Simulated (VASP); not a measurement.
**AlSi16 (a cell with a defect): single point with PBE**

AlSi16 (a cell with a defect):

```
Si Al
1.0
     0.00000    5.43000    5.43000
     5.43000    0.00000    5.43000
     5.43000    5.43000    0.00000
Si Al
16 1
Direct
  0.99819 0.99779 0.99274
  0.12047 0.12004 0.12311
  0.99887 0.99844 0.49796
  0.12259 0.12213 0.62163
  0.98244 0.50125 0.00080
  0.11987 0.62284 0.12235
  0.99817 0.49326 0.49730
  0.12049 0.62357 0.61958
  0.50167 0.98199 0.00080
  0.62325 0.11946 0.12230
  0.49374 0.99772 0.49725
  0.62401 0.12006 0.61957
  0.50023 0.49980 0.99935
  0.62078 0.62033 0.11983
  0.50171 0.50129 0.48148
  0.62323 0.62278 0.61901
  0.37073 0.37027 0.86975
```

| Item | Value |
| --- | --- |
| Program | VASP 6.6.1 |
| Task | single point |
| Functional | PBE |
| Potentials or basis | VASP PAW PBE potentials, release 64 (Si, Al) |
| Cutoff | 520 eV |
| k mesh | 2 × 2 × 2 |
| Occupations | gaussian, width 0.05 eV |
| Spin | collinear spin |
| Starting moments | [0.0, 0.0, 0.0, 0.0, 0.0, 0.0, 0.0, 0.0, 0.0, 0.0, 0.0, 0.0, 0.0, 0.0, 0.0, 0.0, 1.0] μB |
| Dipole correction | no |
| Further INCAR settings | LREAL = Auto; ALGO = Normal; EDIFF = 1e-07; NBANDS = 52 |

```yaml
Pressure: 5.4 GPa
Largest_force: 0.030 eV/Å
Net_moment: 0.01 μB per cell
Valence_electrons_inside_the_program's_atomic_spheres: Si 1.70, 1.67, 1.71, 1.75 (each value once); Al 0.84
```

Forces on the atoms (eV/Å):
```
Si   0.001  0.001 -0.011
Si  -0.004 -0.004 -0.009
Si  -0.009 -0.008 -0.009
Si  -0.006 -0.007 -0.007
Si  -0.017  0.016  0.018
Si   0.003  0.002  0.002
Si   0.000 -0.009  0.001
Si  -0.005 -0.011 -0.005
Si   0.015 -0.018  0.016
Si   0.003  0.005  0.003
Si  -0.007  0.001  0.000
Si  -0.012 -0.006 -0.006
Si  -0.003 -0.004 -0.005
Si   0.011  0.011  0.012
Si   0.016  0.016 -0.019
Si   0.003  0.003  0.006
Al   0.012  0.012  0.011
```

Levels at points of the mesh, in eV from the Fermi level:
Spin up:
```csv
k point,band 31,band 32,band 33,band 34,band 35,band 36
"(0.00, 0.00, 0.00)",-0.75,-0.75,-0.75,-0.23,-0.22,-0.22
"(0.50, 0.00, 0.00)",-1.41,-1.41,-0.61,0.23,0.54,0.55
"(0.00, 0.50, 0.00)",-1.41,-1.41,-0.61,0.23,0.54,0.55
"(0.00, 0.00, 0.50)",-1.41,-1.41,-0.61,0.23,0.54,0.55
"(0.50, 0.50, 0.50)",-1.41,-1.41,-0.60,0.22,0.53,0.53
"(0.50, 0.50, 0.00)",-2.02,-1.90,-0.26,0.19,1.09,1.40
"(0.00, 0.50, 0.50)",-2.02,-1.90,-0.26,0.19,1.09,1.40
"(0.50, 0.00, 0.50)",-2.02,-1.90,-0.26,0.19,1.09,1.40
```
Spin down:
```
           k point  band 31  band 32  band 33  band 34  band 35  band 36
(0.00, 0.00, 0.00)    -0.75    -0.75    -0.75    -0.23    -0.22    -0.22
(0.50, 0.00, 0.00)    -1.41    -1.41    -0.61     0.23     0.54     0.55
(0.00, 0.50, 0.00)    -1.41    -1.41    -0.61     0.23     0.54     0.55
(0.00, 0.00, 0.50)    -1.41    -1.41    -0.61     0.23     0.54     0.55
(0.50, 0.50, 0.50)    -1.41    -1.41    -0.60     0.22     0.53     0.53
(0.50, 0.50, 0.00)    -2.02    -1.90    -0.26     0.19     1.09     1.40
(0.00, 0.50, 0.50)    -2.02    -1.90    -0.26     0.19     1.09     1.40
(0.50, 0.00, 0.50)    -2.02    -1.90    -0.26     0.19     1.09     1.40
```

It took 5.1 min on 1 thread of AMD EPYC 9R45 96-Core Processor (Zen 5), on a shared host, peak memory 0.67 GiB.

Caveat: the k points lie up to 0.50 Å⁻¹ apart.
